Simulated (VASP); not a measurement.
# InSb (P4/mmm) in VASP: a series of runs, part 2 of 2

VASP 6.6.1. Earlier steps stand in the parts before.

### Step 3. Single point, PBE

Contents of INCAR:

```
PREC = Accurate ; ENCUT = 520
EDIFF = 1E-6 ; ISMEAR = 0
SIGMA = 0.1 ; LREAL = False
LASPH = True ; NELM = 60
ALGO = Normal ; ISIF = 2
LWAVE = False ; LCHARG = False
GGA = PE ; NBANDS = 16
```

Contents of KPOINTS:

```
Automatic mesh
0
Gamma
  14 14 8
```

Contents of POSCAR:

```
InSb
1.0
    3.0766560000      0.0000000000      0.0000000000
    0.0000000000      3.0766560000      0.0000000000
    0.0000000000      0.0000000000      6.2154700000
In Sb
1 1
Direct
    0.0000000000      0.0000000000      0.0000000000
    0.0000000000      0.0000000000      0.5000000000
```

Potentials or basis: VASP PAW PBE potentials, release 64 (In_d, Sb).

Command:

```console
> cat potpaw_PBE.64/In_d/POTCAR potpaw_PBE.64/Sb/POTCAR > POTCAR
> mpirun -np 1 vasp_std > vasp.out
```

OUTCAR:

```text
PREC = Accurate
   ENCUT = 520
   EDIFF = 1E-6
   ISMEAR = 0
   LREAL = False
   LASPH = True
   NELM = 60
   ISIF = 2
   GGA = PE

 ion  position               nearest neighbor table
   1  0.000  0.000  0.000-   2 3.11   2 3.11
   2  0.000  0.000  0.500-   1 3.11   1 3.11

  LATTYP: Found a simple tetragonal cell.
 ALAT       =     3.0766560000
 C/A-ratio  =     2.0202031036

  Lattice vectors:

 A1 = (   3.0766560000,   0.0000000000,   0.0000000000)
 A2 = (   0.0000000000,   3.0766560000,   0.0000000000)
 A3 = (   0.0000000000,   0.0000000000,   6.2154700000)

Analysis of symmetry for initial positions (statically):
=====================================================================
 Subroutine PRICEL returns:
 Original cell was already a primitive cell.

 Routine SETGRP: Setting up the symmetry group for a
 simple tetragonal supercell.

 Subroutine GETGRP returns: Found 16 space group operations
 (whereof 16 operations were pure point group operations)
 out of a pool of 16 trial point group operations.

The static configuration has the point symmetry D_4h.
[... 159 lines left out ...]

  energy without entropy =       -6.56194450  energy(sigma->0) =       -6.56445235

 E-fermi :   6.6690     XC(G=0):  -9.6545

 val. band max:        6.6667305956   @ k =   0.2143   0.1429   0.0000
 cond. band min:       6.6899516561   @ k =   0.2143   0.1429   0.1250
 fundamental gap:      0.0232210605
 Fermi energy:         6.6690331950

 k-point     1 :       0.0000    0.0000    0.0000
  band No.  band energies     occupation
      1      -8.2967      2.00000
      2      -8.0767      2.00000
      3      -7.7212      2.00000
      4      -7.7212      2.00000
      5      -7.6357      2.00000
      6      -4.8806      2.00000
[... 433 lines left out ...]
      3      -7.8835      2.00000
      4      -7.7926      2.00000
      5      -7.7425      2.00000
      6      -2.3901      2.00000
[... 8 lines left out ...]
     15      14.6232      0.00000
     16      15.5003      0.00000

 [... further k-points ...]

------------------------ aborting loop because EDIFF is reached ----------------------------------------

  FORCE on cell =-STRESS in cart. coord.  units (eV):
  Direction    XX          YY          ZZ          XY          YZ          ZX
  --------------------------------------------------------------------------------------
  -------------------------------------------------------------------------------------
  Total        0.2217324      0.2217324      0.1323292      0.0000000     -0.0000000      0.0000000
  in kB        6.0382059      6.0382059      3.6035834      0.0000000     -0.0000000      0.0000000
  external PRESSURE =       5.2266650 kB  Pullay stress =       0.0000000 kB

 VOLUME and BASIS-vectors are now :
 -----------------------------------------------------------------------------
  energy-cutoff  :      520.00
  volume of cell :       58.83
      direct lattice vectors                 reciprocal lattice vectors
     3.076656000  0.000000000  0.000000000     0.325028212  0.000000000  0.000000000
     0.000000000  3.076656000  0.000000000     0.000000000  0.325028212  0.000000000
     0.000000000  0.000000000  6.215470000     0.000000000  0.000000000  0.160888879

 POSITION                                       TOTAL-FORCE (eV/Angst)
 -----------------------------------------------------------------------------------
      0.00000      0.00000      0.00000         0.000000      0.000000      0.000000
      0.00000      0.00000      3.10773         0.000000      0.000000      0.000000
 -----------------------------------------------------------------------------------
    total drift:                                0.000000     -0.000000     -0.000000

  FREE ENERGIE OF THE ION-ELECTRON SYSTEM (eV)
  ---------------------------------------------------
  free  energy   TOTEN  =        -6.5669601917 eV

  energy  without entropy=       -6.5619445011  energy(sigma->0) =       -6.56445235
```

OSZICAR:

```text
N       E                     dE             d eps       ncg     rms          rms(c)
DAV:   1     0.108987736294E+03    0.10899E+03   -0.80459E+03  5784   0.117E+03
DAV:   2     0.626792315111E-01   -0.10893E+03   -0.10560E+03  6560   0.289E+02
DAV:   3    -0.640708813458E+01   -0.64698E+01   -0.64055E+01  7416   0.692E+01
DAV:   4    -0.657472311514E+01   -0.16763E+00   -0.16760E+00  7224   0.122E+01
DAV:   5    -0.658310938266E+01   -0.83863E-02   -0.83861E-02  8576   0.229E+00    0.298E+00
DAV:   6    -0.656683571524E+01    0.16274E-01   -0.43801E-02  7512   0.335E+00    0.166E+00
DAV:   7    -0.656667135732E+01    0.16436E-03   -0.17256E-02  7392   0.173E+00    0.287E-01
DAV:   8    -0.656684725979E+01   -0.17590E-03   -0.12032E-03  7664   0.444E-01    0.961E-02
DAV:   9    -0.656694762281E+01   -0.10036E-03   -0.15939E-04  7232   0.144E-01    0.225E-02
DAV:  10    -0.656695921584E+01   -0.11593E-04   -0.13884E-05  7392   0.323E-02    0.492E-03
DAV:  11    -0.656696019171E+01   -0.97587E-06   -0.18143E-06  7104   0.138E-02
   1 F= -.65669602E+01 E0= -.65644523E+01  d E =-.501569E-02
```

stdout:

```text
POSCAR found type information on POSCAR InSb
 POSCAR found :  2 types and       2 ions
 scaLAPACK will be used
 LDA part: xc-table for (Slater+PW92), standard interpolation
 POSCAR, INCAR and KPOINTS ok, starting setup
 FFT: planning ... GRIDC
 FFT: planning ... GRID_SOFT
 FFT: planning ... GRID
 WAVECAR not read
 entering main loop
```

Wall time 79 s (1 thread of Intel Xeon Platinum 8259CL at 2.50GHz (Skylake/Cascade Lake), shared host); peak memory 0.3 GiB.

Results:

* Free energy: -6.5670 eV
* Pressure: 0.5 GPa
* Band gap on the k mesh: zero (band 9 reaches 10.91 eV, above the bottom of band 10 at 5.05 eV)

Caveat: spin-orbit coupling is left out, which moves the levels of the heavy elements.

### Step 4. Single point, PBE

Contents of INCAR:

```
PREC = Accurate
ENCUT = 520
EDIFF = 1E-7
ISMEAR = 0
SIGMA = 0.02
LREAL = F
LASPH = T
NELM = 80
ALGO = Normal
ISIF = 2
LWAVE = F
LCHARG = T
GGA = PE
LELF = T
LVHAR = T
NBANDS = 16
```

Contents of KPOINTS:

```
regular mesh
0
Gamma
  14 14 8
```

POSCAR is that of step 3.

Command:

```console
> cat potpaw_PBE.64/In_d/POTCAR potpaw_PBE.64/Sb/POTCAR > POTCAR
> mpirun -np 1 vasp_std > vasp.out
```

Wall time 88 s (1 thread of Intel Xeon Platinum 8259CL at 2.50GHz (Skylake/Cascade Lake), shared host); peak memory 0.31 GiB.

The run converged. Its results:

* Free energy: -6.5647 eV
* Pressure: 0.5 GPa
* Band gap on the k mesh: zero (band 9 reaches 10.92 eV, above the bottom of band 10 at 5.05 eV)

Stress tensor (GPa, compression positive):
```
0.57 0.00 0.00
0.00 0.57 0.00
0.00 0.00 0.40
```

Levels at points of the mesh, in eV from the Fermi level:
| k point | band 6 | band 7 | band 8 | band 9 | band 10 | band 11 | band 12 | band 13 |
| --- | --- | --- | --- | --- | --- | --- | --- | --- |
| (0.00, 0.00, 0.00) | -11.55 | -6.86 | -4.56 | 4.22 | 4.22 | 5.12 | 7.78 | 8.33 |
| (0.50, 0.00, 0.00) | -8.90 | -4.99 | -3.34 | -2.24 | -1.61 | 2.97 | 6.37 | 7.74 |
| (0.50, 0.50, 0.00) | -6.07 | -2.84 | -2.84 | -0.04 | 0.59 | 0.97 | 0.97 | 2.79 |
| (0.00, 0.00, 0.50) | -11.42 | -8.10 | -0.94 | 0.18 | 4.39 | 4.39 | 7.85 | 8.07 |
| (0.50, 0.00, 0.50) | -8.85 | -4.82 | -4.71 | -2.41 | 1.64 | 3.03 | 5.75 | 6.53 |
| (0.50, 0.50, 0.50) | -6.06 | -2.64 | -2.64 | -1.58 | 0.29 | 0.29 | 3.11 | 4.62 |

Caveat: spin-orbit coupling is left out, which moves the levels of the heavy elements.

### Step 5. Single point, PBE

Contents of INCAR:

```
ALGO = Normal
EDIFF = 1E-6
ENCUT = 520
GGA = PE
ISIF = 2
ISMEAR = 0
LASPH = True
LCHARG = False
LREAL = False
LWAVE = False
NBANDS = 16
NELM = 60
PREC = Accurate
SIGMA = 0.5
```

Contents of KPOINTS:

```
k-points
0
Gamma
  14 14 8
```

POSCAR is that of step 4.

Command:

```console
> cat potpaw_PBE.64/In_d/POTCAR potpaw_PBE.64/Sb/POTCAR > POTCAR
> mpirun -np 1 vasp_std > vasp.out
```

Run time: 81 s. Hardware: 1 thread of Intel Xeon Platinum 8259CL at 2.50GHz (Skylake/Cascade Lake), shared host; peak memory 0.31 GiB.

It converged, with:

* Free energy: -6.6378 eV
* Pressure: 0.7 GPa
* Band gap on the k mesh: zero (band 9 reaches 10.90 eV, above the bottom of band 10 at 5.05 eV)

Stress tensor (GPa, compression positive):
```
0.81 0.00 0.00
0.00 0.81 0.00
0.00 0.00 0.38
```

Levels at points of the mesh, in eV from the Fermi level:
```csv
k point,band 5,band 6,band 7,band 8,band 9,band 10,band 11,band 12,band 13,band 14
"(0.00, 0.00, 0.00)",-14.28,-11.56,-6.83,-4.55,4.21,4.21,5.13,7.78,8.33,8.86
"(0.50, 0.00, 0.00)",-14.32,-8.90,-4.99,-3.32,-2.23,-1.58,2.98,6.36,7.75,10.58
"(0.50, 0.50, 0.00)",-14.08,-6.07,-2.85,-2.85,-0.03,0.62,1.00,1.00,2.80,5.88
"(0.00, 0.00, 0.50)",-14.28,-11.43,-8.08,-0.94,0.20,4.39,4.39,7.84,8.10,8.10
"(0.50, 0.00, 0.50)",-14.31,-8.85,-4.80,-4.72,-2.38,1.64,3.05,5.75,6.52,6.54
"(0.50, 0.50, 0.50)",-14.08,-6.07,-2.65,-2.65,-1.56,0.31,0.31,3.10,4.64,4.65
```

Caveat: spin-orbit coupling is left out, which moves the levels of the heavy elements.

### Step 6. Single point, PBE, non-collinear spin, zero start, spin-orbit coupling

Contents of INCAR:

```
SYSTEM = InSb
ALGO = Normal
EDIFF = 1E-6
ENCUT = 520
GGA = PE
GGA_COMPAT = .FALSE.
ISIF = 2
ISMEAR = 0
LASPH = .TRUE.
LCHARG = .FALSE.
LORBIT = 11
LORBMOM = .TRUE.
LREAL = .FALSE.
LSORBIT = .TRUE.
LWAVE = .FALSE.
MAGMOM = 0 0 0 0 0 0
NBANDS = 30
NELM = 150
PREC = Accurate
SIGMA = 0.1
```

Contents of KPOINTS:

```
k-points
0
G
  14 14 8
  0 0 0
```

POSCAR is that of step 5.

Potentials or basis: VASP PAW PBE potentials, release 64 (In_d, Sb).

Command:

```console
> cat potpaw_PBE.64/In_d/POTCAR potpaw_PBE.64/Sb/POTCAR > POTCAR
> mpirun -np 1 vasp_ncl > vasp.out
```

Wall time 8.9 min (1 thread of Intel Xeon Platinum 8488C (Sapphire Rapids), shared host); peak memory 0.6 GiB.

It converged, with:

```yaml
Free_energy: -6.6734 eV
Pressure: 0.6 GPa
Net_moment: 0.00 μB per cell
Valence_electrons_inside_the_program's_atomic_spheres: In 11.35; Sb 2.38
```

Stress tensor (GPa, compression positive):
```
0.72 0.00 0.00
0.00 0.72 0.00
0.00 0.00 0.29
```

Moments on the atoms (μB; x, y, z):
```
In  0.00 0.00 0.00
Sb  0.00 0.00 0.00
```

### Step 7. The runs side by side

| spin | smearing | gap on the mesh (eV) | pressure (GPa) |
| --- | --- | --- | --- |
| off | gaussian 0.1 eV | none | 0.5 |
| off | gaussian 0.02 eV | none | 0.5 |
| off | gaussian 0.5 eV | none | 0.7 |
| non-collinear, zero start, SOC | gaussian 0.1 eV | - | 0.6 |

Alike in all rows: task single point; level PBE; potentials or basis VASP PAW PBE potentials, release 64 (In_d, Sb); cell as given; k mesh 14 × 14 × 8; cutoff (eV) 520.

Every run on the cell as given and a fine mesh finds a metal.

Caveats: spin-orbit coupling is left out, which moves the levels of the heavy elements (some runs).

Absolute energies hang on the potentials; compare differences alone.
